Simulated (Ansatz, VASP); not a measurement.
**Two plane-wave programs on LiF**

The input INCAR:

```
SYSTEM = LiF
ALGO     = Normal         ! electronic algorithm
EDIFF    = 1E-7           ! SCF threshold, eV
ENCUT    = 520            ! plane-wave cutoff, eV
ISIF     = 2              ! what is computed and relaxed
ISMEAR   = 0              ! smearing method
LASPH    = .True.         ! aspherical terms in the spheres
LCHARG   = .False.        ! write CHGCAR
LREAL    = .False.        ! projectors in reciprocal space
LWAVE    = .False.        ! write WAVECAR
NBANDS   = 18             ! bands
NELM     = 60             ! most SCF steps
PREC     = Accurate       ! precision mode
SIGMA    = 0.05           ! smearing width, eV
```

KPOINTS

```
k-points
0
Gamma
  9 9 6
  0 0 0
```

Contents of POSCAR:

```
LiF
1.0
    3.0251981850      0.0000000000      0.0000000000
   -1.5125990925      2.6198984797      0.0000000000
    0.0000000000      0.0000000000      5.1225680867
Li F
2 2
Direct
    0.3333333333      0.6666666667      0.3839784076
    0.6666666667      0.3333333333      0.8839784076
    0.3333333333      0.6666666667      0.9910195924
    0.6666666667      0.3333333333      0.4910195924
```

Input for Ansatz:

```yaml
crystal:
  lattice:
    - [3.025198185, 0.0, 0.0]
    - [-1.5125990925, 2.6198984797, 0.0]
    - [0.0, 0.0, 5.1225680867]
  atoms:
    - { symbol: Li, position: [0.3333333333, 0.6666666667, 0.3839784076] }
    - { symbol: Li, position: [0.6666666667, 0.3333333333, 0.8839784076] }
    - { symbol: F, position: [0.3333333333, 0.6666666667, 0.9910195924] }
    - { symbol: F, position: [0.6666666667, 0.3333333333, 0.4910195924] }
basis:
  ecutwfc: 520.0
kpoints:
  mp_grid: { grid: [9, 9, 6] }
hamiltonian:
  xc: lda
scf:
  occupations: { method: gaussian, width: 0.05 }
output:
  forces: true
  stress: true
  eigenvalues: true
```

Alike in both runs: task single point; functional LDA; k mesh 9 × 9 × 6; occupations gaussian, width 0.05 eV; no spin polarisation.

```csv
,VASP,Ansatz
version,VASP 6.6.1,Ansatz 0.2.0
potentials or method,"VASP PAW LDA potentials, release 64 (Li_sv, F), cutoff 520 eV","scalar-relativistic, plane waves, PAW"
valence electrons in the cell,20,20
```

Ansatz gave:

```
gap on the k mesh at the Fermi level (eV) : 7.43
least direct gap on the mesh (eV)         : 7.43
rms of the force components (eV/Å)        : 0.120
```

Estimate VASP's values.

gap on the k mesh at the Fermi level (eV): 7.41; least direct gap on the mesh (eV): 7.41; rms of the force components (eV/Å): 0.122.

LDA's correlation is that of Perdew and Zunger in VASP and of Perdew and Wang (1992) in Ansatz. Atom by atom the forces differ by 0.002 eV/Å (rms over components).

Noted on VASP's run: the cutoff is short for stress, so the pressure is rough.
